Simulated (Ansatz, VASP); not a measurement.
**Al: VASP beside Ansatz**

```xyz
4
Lattice="2.6713 0.0000 0.0000 -1.3356 2.3134 0.0000 0.0000 0.0000 9.4988" Properties=species:S:1:pos:R:3 pbc="T T T"
Al    0.0000    0.0000    0.0000
Al    0.0000    1.5423    2.3747
Al    0.0000    0.0000    4.7494
Al    1.3356    0.7711    7.1241
```

Alike in both runs: task single point; functional PBEsol; dispersion D3(BJ); k mesh 18 × 18 × 6; occupations gaussian, width 0.15 eV; no spin polarisation.

|  | VASP | Ansatz |
| --- | --- | --- |
| version | VASP 6.6.1 | Ansatz 0.2.0 |
| potentials or method | VASP PAW PBE potentials, release 64 (Al), cutoff 520 eV | scalar-relativistic, plane waves, PAW |
| valence electrons in the cell | 12 | 12 |

|  | VASP | Ansatz | Ansatz less VASP |
| --- | --- | --- | --- |
| gap on the k mesh at the Fermi level (eV) | none | none | - |
| pressure (GPa) | 7.6 | 7.5 | -0.15 |
| traceless stress, the component that is largest in VASP (GPa) | -6.93 | -6.87 | +0.055 |

VASP's potentials were made for PBE, not for PBEsol, and Ansatz warns of the same on its side. A gap of «none» marks a metal or a gap that the smearing closes.
